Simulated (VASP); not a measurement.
The system is GeS.

```xyz
8
Lattice="10.4400 0.0000 0.0000 0.0000 3.6500 0.0000 0.0000 0.0000 4.3000" Properties=species:S:1:pos:R:3 pbc="T T T"
Ge    1.2632    0.9125    0.4558
Ge    9.1768    2.7375    3.8442
Ge    3.9568    2.7375    2.6058
Ge    6.4832    0.9125    1.6942
S     8.8949    0.9125    2.1629
S     1.5451    2.7375    2.1371
S     6.7651    2.7375    0.0129
S     3.6749    0.9125    4.2871
```

| Quantity | Value |
| --- | --- |
| Program | VASP 6.6.1 |
| Task | relaxation of cell and atoms |
| Functional | PBE |
| Potentials or basis | VASP PAW PBE potentials, release 64 (Ge_d, S) |
| Cutoff | 500 eV |
| k mesh | 4 × 8 × 6 |
| Occupations | gaussian, width 0.02 eV |
| Spin | no spin polarisation |

At the start: pressure 0.5 GPa; volume 20.48 Å³/atom.

Question: How do energy, volume and symmetry change on relaxing?

Answer: Over 40 steps the energy falls by 12.9 meV/atom and the volume is 21.82 Å³/atom (+6.5 %); space group Pnma (No. 62, to 0.1 Å) before and after.

Step by step:
```
step  energy change (eV)  largest force (eV/Å)  pressure (GPa)  volume (Å³)
   1              0.0000                0.3798            0.46       163.86
   2             -0.0478                0.2237            0.53       165.23
   3             -0.0665                0.1481            0.66       166.93
   4             -0.0794                0.0998           -0.12       170.14
   5             -0.0800                0.0962           -0.37       171.19
   6             -0.0884                0.0252            0.04       171.41
   7             -0.0894                0.0475            0.23       171.51
   8             -0.0974                0.0251            0.14       172.72
   9             -0.1001                0.0256            0.04       174.33
  10             -0.1003                0.0212            0.05       174.02
  11             -0.1009                0.0311           -0.03       174.58
  12             -0.1010                0.0384           -0.08       174.95
  13             -0.1014                0.0253            0.03       175.03
  14             -0.1014                0.0255            0.04       175.05
  15             -0.1016                0.0141            0.00       175.26
  16             -0.1016                0.0172           -0.02       175.37
  17             -0.1018                0.0141           -0.05       175.41
  18             -0.1022                0.0129           -0.10       175.53
  19             -0.1022                0.0286           -0.20       175.77
  20             -0.1023                0.0205           -0.15       175.66
  21             -0.1024                0.0189           -0.13       175.62
  22             -0.1025                0.0146           -0.11       175.51
  23             -0.1027                0.0102           -0.03       175.28
  24             -0.1025                0.0244            0.12       174.83
  25             -0.1027                0.0126            0.03       175.15
  26             -0.1027                0.0119            0.01       175.17
  27             -0.1027                0.0104            0.01       175.16
  28             -0.1028                0.0145            0.01       175.13
  29             -0.1028                0.0278           -0.01       175.06
  30             -0.1029                0.0196           -0.01       175.10
  31             -0.1030                0.0169            0.01       175.05
  32             -0.1031                0.0124            0.02       174.97
  33             -0.1032                0.0103           -0.02       174.81
  34             -0.1032                0.0236           -0.04       174.49
  35             -0.1033                0.0160           -0.02       174.67
  36             -0.1033                0.0114            0.05       174.45
  37             -0.1033                0.0104            0.04       174.48
  38             -0.1034                0.0060            0.00       174.58
  39             -0.1034                0.0058           -0.02       174.61
  40             -0.1034                0.0047            0.01       174.55
```

Final structure:
```
CELL_PARAMETERS angstrom
10.73299 0.00000 0.00000
0.00000 3.66970 0.00000
0.00000 0.00000 4.43165
ATOMIC_POSITIONS crystal
Ge 0.12523 0.25000 0.13238
Ge 0.87477 0.75000 0.86762
Ge 0.37477 0.75000 0.63238
Ge 0.62523 0.25000 0.36762
S 0.84754 0.25000 0.50378
S 0.15246 0.75000 0.49622
S 0.65246 0.75000 0.00378
S 0.34754 0.25000 0.99622
```
